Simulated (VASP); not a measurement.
Here is a VASP 6.6.1 calculation.

Contents of INCAR:

```
SYSTEM = Eu
PREC = Accurate
ENCUT = 520
EDIFF = 1E-6
ISMEAR = 1
SIGMA = 0.03
LREAL = .FALSE.
LASPH = .TRUE.
NELM = 150
ALGO = Normal
ISIF = 2
LWAVE = .FALSE.
LCHARG = .FALSE.
ISPIN = 2
MAGMOM = 7.02
LORBIT = 11
LMAXMIX = 6
GGA = PE
NBANDS = 18
```

Contents of KPOINTS:

```
regular mesh
0
G
  10 10 10
  0 0 0
```

The input POSCAR:

```
Eu
1.0
   -2.1939508085      2.1939508085      2.1939508085
    2.1939508085     -2.1939508085      2.1939508085
    2.1939508085      2.1939508085     -2.1939508085
Eu
1
Direct
    0.0000000000      0.0000000000      0.0000000000
```

Potentials or basis: VASP PAW PBE potentials, release 64 (Eu).

The run is started by

```bash
$ cat potpaw_PBE.64/Eu/POTCAR > POTCAR
$ mpirun -np 1 vasp_std > vasp.out
```

Q: Estimate the net moment.

A: 7.39 μB per cell.

Q: Estimate the site moments.

A: Eu +6.70 μB.

Q: Estimate the pressure.

A: -0.2 GPa.

 The state reached can hang on the start; a lower one may exist.
